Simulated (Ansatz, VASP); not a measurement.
# Bi2Te3 in VASP and in Ansatz

```
Bi Te
1.0
     2.24191    1.29437    8.78156
    -2.24191    1.29437    8.78156
     0.00000   -2.58874    8.78156
Bi Te
2 3
Direct
  0.80607 0.80607 0.80607
  0.40396 0.40396 0.40396
  0.60499 0.60499 0.60499
  0.20581 0.20581 0.20581
  0.00417 0.00417 0.00417
```

Change from the starting cell: strain +0.000 along x and y, -0.050 along z, atoms carried along.

Alike in both runs: task single point; functional PBEsol; k mesh 12 × 12 × 12; occupations gaussian, width 0.15 eV; no spin polarisation.

|  | VASP | Ansatz |
| --- | --- | --- |
| version | VASP 6.6.1 | Ansatz 0.2.0 |
| potentials or method | VASP PAW PBE potentials, release 64 (Bi_d, Te), cutoff 520 eV | scalar-relativistic, plane waves, PAW |
| valence electrons in the cell | 48 | 78 |

Ansatz gave:

* gap on the k mesh at the Fermi level (eV): none
* pressure (GPa): 3.1
* rms of the force components (eV/Å): 0.021

Q: Which values does VASP return?

A: gap on the k mesh at the Fermi level (eV): none; pressure (GPa): 3.2; rms of the force components (eV/Å): 0.021.

VASP's potentials were made for PBE, not for PBEsol. Atom by atom the forces differ by 0.001 eV/Å (rms over components). A gap of «none» marks a metal or a gap that the smearing closes. VASP's potentials hold 48 valence electrons a cell and Ansatz's 78, so a difference there can come from the potentials and not from the codes.

Spin-orbit coupling is off throughout.
